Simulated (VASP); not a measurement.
# MgI2 (P-3m1) in VASP: further runs

Runs on MgI2. Level: PBE. Tasks: single point.

Everything below comes from runs of VASP 6.6.1. Logs are shortened: lines on timing, memory, paths and dates and some standing lists are left out, and cuts for length are marked.

**1. The cell of the first run**

It takes space group P-3m1 (No. 164, trigonal). Conventional cell: a = 4.185 Å, b = 4.185 Å, c = 7.770 Å, α = 90.00°, β = 90.00°, γ = 120.00°. Within 3.8 Å of Mg (site symmetry -3m) lie 6 I at 2.87 Å. Within 3.8 Å of I (site symmetry 3m) lie 3 Mg at 2.87 Å.

**2. Single point, PBE**

INCAR

```
SYSTEM = MgI2
PREC = Accurate
ENCUT = 520
EDIFF = 1E-6
ISMEAR = 0
SIGMA = 0.05
LREAL = .False.
LASPH = .True.
NELM = 60
ALGO = Normal
ISIF = 2
LWAVE = .False.
LCHARG = .False.
GGA = PE
NBANDS = 15
```

KPOINTS

```
Automatic mesh
0
Gamma
  6 6 4
  0 0 0
```

POSCAR

```
MgI2
1.0
    4.1846439568      0.0000000000      0.0000000000
   -2.0923219784      3.6240079724      0.0000000000
    0.0000000000      0.0000000000      7.7698369697
Mg I
1 2
Direct
    0.0000000000      0.0000000000      0.0000000000
    0.3333333333      0.6666666667      0.8012283115
    0.6666666667      0.3333333333      0.1987716885
```

Potentials or basis: VASP PAW PBE potentials, release 64 (Mg, I).

Launch:

```sh
$ cat potpaw_PBE.64/Mg/POTCAR potpaw_PBE.64/I/POTCAR > POTCAR
$ mpirun -np 1 vasp_std > vasp.out
```

OUTCAR:

```text
SYSTEM = MgI2
   PREC = Accurate
   ENCUT = 520
   EDIFF = 1E-6
   ISMEAR = 0
   LREAL = .False.
   LASPH = .True.
   NELM = 60
   ISIF = 2
   GGA = PE

 ion  position               nearest neighbor table
   1  0.000  0.000  0.000-   2 2.87   3 2.87   3 2.87   2 2.87   3 2.87   2 2.87
   2  0.333  0.667  0.801-   1 2.87   1 2.87   1 2.87
   3  0.667  0.333  0.199-   1 2.87   1 2.87   1 2.87

  LATTYP: Found a hexagonal cell.
 ALAT       =     4.1846439568
 C/A-ratio  =     1.8567498334

  Lattice vectors:

 A1 = (   4.1846439568,   0.0000000000,   0.0000000000)
 A2 = (  -2.0923219784,   3.6240079724,   0.0000000000)
 A3 = (   0.0000000000,   0.0000000000,   7.7698369697)

Analysis of symmetry for initial positions (statically):
[... 33 lines left out ...]
                                     Primitive cell

  volume of cell :     117.8310

  direct lattice vectors                    reciprocal lattice vectors
     4.184643957  0.000000000  0.000000000     0.238968957  0.137968791  0.000000000
    -2.092321978  3.624007972  0.000000000     0.000000000  0.275937583  0.000000000
     0.000000000  0.000000000  7.769836970     0.000000000  0.000000000  0.128702829

  length of vectors
     4.184643957  4.184643957  7.769836970     0.275937583  0.275937583  0.128702829

  position of ions in fractional coordinates (direct lattice)
     0.000000000  0.000000000  0.000000000
     0.333333333  0.666666667  0.801228311
     0.666666667  0.333333333  0.198771689

  ion indices of the primitive-cell ions
   primitive index   ion index
                 1           1
                 2           2
                 3           3

----------------------------------------------------------------------------------------

 KPOINTS: Automatic mesh

Automatic generation of k-mesh.
 Grid dimensions read from file:
 generate k-points for:    6    6    4

 Generating k-lattice:

  Cartesian coordinates                     Fractional coordinates (reciprocal lattice)
     0.039828159  0.022994799  0.000000000     0.166666667  0.000000000  0.000000000
     0.000000000  0.045989597  0.000000000     0.000000000  0.166666667  0.000000000
     0.000000000  0.000000000  0.032175707     0.000000000  0.000000000  0.250000000

  Length of vectors
     0.045989597  0.045989597  0.032175707

  Shift w.r.t. Gamma in fractional coordinates (k-lattice)
[... 9 lines left out ...]
  0.000000  0.000000  0.000000      1.000000
  0.166667  0.000000  0.000000      6.000000
  0.333333 -0.000000  0.000000      6.000000
  0.500000  0.000000  0.000000      3.000000
  0.166667  0.166667  0.000000      6.000000
  0.333333  0.166667  0.000000     12.000000
[... 22 lines left out ...]
   dimension x,y,z NGXF=    64 NGYF=   64 NGZF=  120
   ions per type =               1   2
   NGX,Y,Z   is equivalent  to a cutoff of  12.71, 12.71, 12.84 a.u.
   NGXF,Y,Z  is equivalent  to a cutoff of  25.43, 25.43, 25.68 a.u.
 SYSTEM =  MgI2
   PREC   = accura    normal or accurate (medium, high low for compatibility)
   ISTART =      0    job   : 0-new  1-cont  2-samecut
   ICHARG =      2    charge: 1-file 2-atom 10-const
   ISPIN  =      1    spin polarized calculation?
   LNONCOLLINEAR =      F non collinear calculations
   LSORBIT =      F    spin-orbit coupling
   LASPH  =      T    aspherical Exc in radial PAW
   ENCUT  =  520.0 eV  38.22 Ry    6.18 a.u.   7.78  7.78 14.45*2*pi/ulx,y,z
   NELM   =     60;   NELMIN=  2; NELMDL= -5     # of ELM steps
   EDIFF  = 0.1E-05   stopping-criterion for ELM
   LREAL  =      F    real-space projection
   EDIFFG = 0.1E-04   stopping-criterion for IOM
   NSW    =      0    number of steps for IOM
   IBRION =     -1    ionic relax: 0-MD 1-quasi-New 2-CG
[... 14 lines left out ...]
     AMIX     =   0.40;   BMIX     =  1.00
     AMIX_MAG =   1.60;   BMIX_MAG =  1.00
  volume/ion in A,a.u.               =      39.28       265.05
  Fermi-wavevector in a.u.,A,eV,Ry     =   0.841450  1.590110  9.633443  0.708038
  Thomas-Fermi vector in A             =   1.955996
   LORBIT       =      0    0 simple, 1 ext, 2 COOP (PROOUT), +10 PAW based schemes
   GGA     = PE    functional components
[... 6 lines left out ...]
 Gauss-broadening in eV      SIGMA  =   0.05
  energy-cutoff  :      520.00
  volume of cell :      117.83
 maximum number of plane-waves:      3203
 NGX is ok and might be reduce to    32
   NGX = 15   NGY = 15   NGZ = 29

 number of electron      15.9999999 magnetization

 Free energy of the ion-electron system (eV)
  ---------------------------------------------------
  ext. energy  EPLUGINS =         0.00000000
  ---------------------------------------------------
  free energy    TOTEN  =        -7.64465031 eV

  energy without entropy =       -7.64465031  energy(sigma->0) =       -7.64465031

 E-fermi :   1.2110     XC(G=0):  -7.4100

 val. band max:        0.9394262822   @ k =   0.1667   0.0000   0.0000
 cond. band min:       4.7467542030   @ k =   0.5000   0.0000   0.2500
 fundamental gap:      3.8073279207
 Fermi energy:         1.2110452185

 k-point     1 :       0.0000    0.0000    0.0000
  band No.  band energies     occupation
      1     -10.9779      2.00000
      2     -10.2233      2.00000
      3      -1.9944      2.00000
      4       0.5282      2.00000
      5       0.5282      2.00000
      6       0.8754      2.00000
      7       0.9316      2.00000
      8       0.9316      2.00000
      9       4.9947      0.00000
     10       5.8411      0.00000
     11       7.5930      0.00000
     12       7.5930      0.00000
     13       7.8253      0.00000
     14       9.0353      0.00000
     15       9.0353      0.00000

 k-point     2 :       0.1667    0.0000    0.0000
  band No.  band energies     occupation
      1     -10.8372      2.00000
      2     -10.1577      2.00000
      3      -1.8911      2.00000
      4      -0.4835      2.00000
      5       0.1937      2.00000
      6       0.2134      2.00000
      7       0.8929      2.00000
      8       0.9394      2.00000
      9       5.7877      0.00000
     10       6.3779      0.00000
     11       7.1940      0.00000
     12       8.0957      0.00000
     13       8.2109      0.00000
     14       8.9444      0.00000
     15       9.5165      0.00000

 k-point     3 :       0.3333   -0.0000    0.0000
  band No.  band energies     occupation
      1     -10.5002      2.00000
      2     -10.0471      2.00000
      3      -2.1522      2.00000
      4      -1.5593      2.00000
      5      -0.4636      2.00000
      6      -0.2264      2.00000
      7       0.6991      2.00000
      8       0.7383      2.00000
      9       5.1538      0.00000
     10       6.6280      0.00000
     11       7.5008      0.00000
     12       8.5695      0.00000
     13       8.6101      0.00000
     14       9.3362      0.00000
     15       9.8397      0.00000

 k-point     4 :       0.5000    0.0000    0.0000
  band No.  band energies     occupation
      1     -10.2623      2.00000
      2     -10.0405      2.00000
      3      -2.6220      2.00000
      4      -1.8753      2.00000
      5      -0.4049      2.00000
      6      -0.2896      2.00000
      7       0.4612      2.00000
      8       0.5912      2.00000
      9       4.7469      0.00000
     10       6.5986      0.00000
     11       7.0324      0.00000
     12       8.5796      0.00000
     13       8.9979      0.00000
     14       9.9048      0.00000
     15       9.9143      0.00000

 k-point     5 :       0.1667    0.1667    0.0000
  band No.  band energies     occupation
      1     -10.5962      2.00000
      2     -10.0683      2.00000
      3      -1.9136      2.00000
      4      -1.1881      2.00000
      5      -0.8106      2.00000
      6       0.1668      2.00000
      7       0.3559      2.00000
      8       0.8918      2.00000
      9       5.9792      0.00000
     10       7.1890      0.00000
     11       7.4643      0.00000
     12       7.9805      0.00000
     13       8.3906      0.00000
     14       8.4624      0.00000
     15       9.6091      0.00000

 k-point     6 :       0.3333    0.1667    0.0000
  band No.  band energies     occupation
      1     -10.2796      2.00000
      2     -10.0249      2.00000
      3      -2.3878      2.00000
      4      -1.6908      2.00000
      5      -0.9735      2.00000
      6      -0.3358      2.00000
      7       0.1948      2.00000
      8       0.6407      2.00000
      9       5.5332      0.00000
     10       7.3208      0.00000
     11       7.6474      0.00000
     12       8.2182      0.00000
     13       9.0662      0.00000
     14       9.3034      0.00000
     15       9.5555      0.00000

 k-point     7 :       0.3333    0.3333    0.0000
  band No.  band energies     occupation
      1     -10.0891      2.00000
      2     -10.0891      2.00000
      3      -2.3255      2.00000
      4      -1.5239      2.00000
      5      -1.5239      2.00000
      6      -0.8098      2.00000
      7       0.3655      2.00000
      8       0.3655      2.00000
      9       5.7094      0.00000
     10       8.5088      0.00000
     11       8.5377      0.00000
[... 226 lines left out ...]
      4      -1.5876      2.00000
      5      -0.2703      2.00000
      6      -0.2086      2.00000
      7       0.5975      2.00000
      8       0.6707      2.00000
      9       5.1530      0.00000
     10       6.5320      0.00000
     11       7.3372      0.00000
     12       8.2341      0.00000
     13       8.7808      0.00000
     14       9.9429      0.00000
     15      10.3816      0.00000

 k-point    21 :       0.5000    0.0000    0.5000
  band No.  band energies     occupation
      1     -10.2562      2.00000
      2     -10.0465      2.00000
      3      -2.6420      2.00000
      4      -1.9383      2.00000
      5      -0.3861      2.00000
      6      -0.1184      2.00000
      7       0.4686      2.00000
      8       0.5598      2.00000
      9       4.7612      0.00000
     10       6.6320      0.00000
     11       6.9117      0.00000
     12       7.6110      0.00000
     13       8.8432      0.00000
     14      10.2616      0.00000
     15      11.2689      0.00000

 k-point    22 :       0.1667    0.1667    0.5000
  band No.  band energies     occupation
      1     -10.5843      2.00000
      2     -10.0836      2.00000
      3      -1.8854      2.00000
      4      -1.2484      2.00000
      5      -0.6854      2.00000
      6       0.2508      2.00000
      7       0.3128      2.00000
      8       0.7228      2.00000
      9       5.9565      0.00000
     10       6.9062      0.00000
     11       7.5589      0.00000
     12       8.2423      0.00000
     13       8.3425      0.00000
     14       8.7364      0.00000
     15       9.7899      0.00000

 k-point    23 :       0.3333    0.1667    0.5000
  band No.  band energies     occupation
      1     -10.2730      2.00000
      2     -10.0317      2.00000
      3      -2.3985      2.00000
      4      -1.7492      2.00000
      5      -0.9785      2.00000
      6      -0.3040      2.00000
      7       0.3097      2.00000
      8       0.6589      2.00000
      9       5.5966      0.00000
     10       7.0332      0.00000
     11       7.6837      0.00000
     12       7.9689      0.00000
     13       8.3357      0.00000
     14       9.6278      0.00000
     15      10.0495      0.00000

 k-point    24 :       0.3333    0.3333    0.5000
  band No.  band energies     occupation
      1     -10.0888      2.00000
      2     -10.0888      2.00000
      3      -2.3030      2.00000
      4      -1.5888      2.00000
      5      -1.5888      2.00000
      6      -0.8614      2.00000
      7       0.5114      2.00000
      8       0.5114      2.00000
      9       6.0597      0.00000
     10       7.5346      0.00000
     11       7.5346      0.00000
     12       8.8918      0.00000
     13       9.0438      0.00000
     14       9.5352      0.00000
     15       9.5352      0.00000

------------------------ aborting loop because EDIFF is reached ----------------------------------------

  FORCE on cell =-STRESS in cart. coord.  units (eV):
  Direction    XX          YY          ZZ          XY          YZ          ZX
  --------------------------------------------------------------------------------------
  -------------------------------------------------------------------------------------
  Total        1.3251756      1.3251756      2.2189184      0.0000000      0.0000000      0.0000000
  in kB       18.0187416     18.0187416     30.1711845      0.0000000      0.0000000      0.0000000
  external PRESSURE =      22.0695559 kB  Pullay stress =       0.0000000 kB

 VOLUME and BASIS-vectors are now :
 -----------------------------------------------------------------------------
  energy-cutoff  :      520.00
  volume of cell :      117.83
      direct lattice vectors                 reciprocal lattice vectors
     4.184643957  0.000000000  0.000000000     0.238968957  0.137968791  0.000000000
    -2.092321978  3.624007972  0.000000000     0.000000000  0.275937583  0.000000000
     0.000000000  0.000000000  7.769836970     0.000000000  0.000000000  0.128702829

 POSITION                                       TOTAL-FORCE (eV/Angst)
 -----------------------------------------------------------------------------------
      0.00000      0.00000      0.00000         0.000000      0.000000      0.000000
     -0.00000      2.41601      6.22541        -0.000000      0.000000     -0.723171
      2.09232      1.20800      1.54442         0.000000     -0.000000      0.723171
 -----------------------------------------------------------------------------------
    total drift:                               -0.000000      0.000000     -0.000000

  FREE ENERGIE OF THE ION-ELECTRON SYSTEM (eV)
  ---------------------------------------------------
  free  energy   TOTEN  =        -7.6446503073 eV

  energy  without entropy=       -7.6446503073  energy(sigma->0) =       -7.64465031
```

Run time: 32 s. Hardware: 1 thread of Intel Xeon Platinum 8259CL at 2.50GHz (Skylake/Cascade Lake), shared host; peak memory 0.25 GiB.

Results:

```
Free energy            : -7.6447 eV
Pressure               : 2.2 GPa
Largest force          : 0.723 eV/Å
Band gap on the k mesh : 3.81 eV, indirect (least direct gap 4.06 eV)
```

Forces in eV/Å, atoms in the order of the input:
```
Mg   0.000  0.000  0.000
I    0.000  0.000 -0.723
I    0.000  0.000  0.723
```

Caveat: spin-orbit coupling is left out, which moves the levels of the heavy elements; this functional lacks dispersion, which binds the layers, so the pressure and a relaxed spacing across them are unreliable.

(Continued in part 2 of 2.)
